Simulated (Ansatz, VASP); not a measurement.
## Te in VASP and in Ansatz

```
Te
1.0
     4.45800    0.00000    0.00000
    -2.22900    3.86074    0.00000
     0.00000    0.00000    5.86575
Te
3
Direct
  0.74500 0.00000 0.33333
  0.00000 0.74500 0.66667
  0.25500 0.25500 0.00000
```

Change from the starting cell: zz strain of -1 %.

Alike in both runs: task single point; functional PBE; k mesh 9 × 9 × 6; occupations fermi-dirac, width 0.08 eV; no spin polarisation.

```csv
,VASP,Ansatz
version,VASP 6.6.1,Ansatz 0.2.0
potentials or method,"VASP PAW PBE potentials, release 64 (Te), cutoff 520 eV","all-electron LAPW, scalar-relativistic"
```

|  | VASP | Ansatz | Ansatz less VASP |
| --- | --- | --- | --- |
| pressure (GPa) | 4.0 | 3.9 | -0.04 |
| traceless stress, the component that is largest in VASP (GPa) | 1.16 | 1.12 | -0.047 |
| rms of the force components (eV/Å) | 0.424 | 0.409 | -0.0152 |

Atom by atom the forces differ by 0.015 eV/Å (rms over components). Ansatz ran all-electron here, and VASP with PAW potentials.

Spin-orbit coupling is off throughout.
